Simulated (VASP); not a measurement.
Runs of VASP 6.6.1 on Mg5Sn. It takes space group P-62m (No. 189, hexagonal). The conventional cell has a = 5.594 Å, b = 5.594 Å, c = 5.030 Å, α = 90.00°, β = 90.00°, γ = 120.00°. Mg (site symmetry m2m) has 10 Mg at 3.13 to 3.24 Å and 2 Sn at 3.13 Å within 4.1 Å. Within 4.1 Å of Mg (site symmetry -6) lie 9 Mg at 3.13 to 3.23 Å and 3 Sn at 3.23 Å. Sn (site symmetry -62m) has 12 Mg at 3.13 to 3.23 Å within 4.1 Å. 

```csv
smearing,gap on the mesh (eV),pressure (GPa),largest force (eV/Å)
methfessel-paxton 0.5 eV,none,-2.0,0.02
methfessel-paxton 0.2 eV,none,-1.9,0.04
methfessel-paxton 0.3 eV,none,-2.0,(a)
methfessel-paxton 0.1 eV,none,-1.9,0.04
```

Alike in all rows: task single point; level LDA; potentials or basis VASP PAW LDA potentials, release 64 (Mg, Sn_d); no spin polarisation; cell as given; k mesh 5 × 5 × 5; cutoff (eV) 520.

Question: Estimate the missing entries.

Answer: (a) 0.03.

Caveats: spin-orbit coupling is left out, which moves the levels of the heavy elements.

A k mesh can miss the band edges, and the runs leave out spin-orbit coupling on Sn.

A gap of «none» marks levels without a gap at the run's occupations.
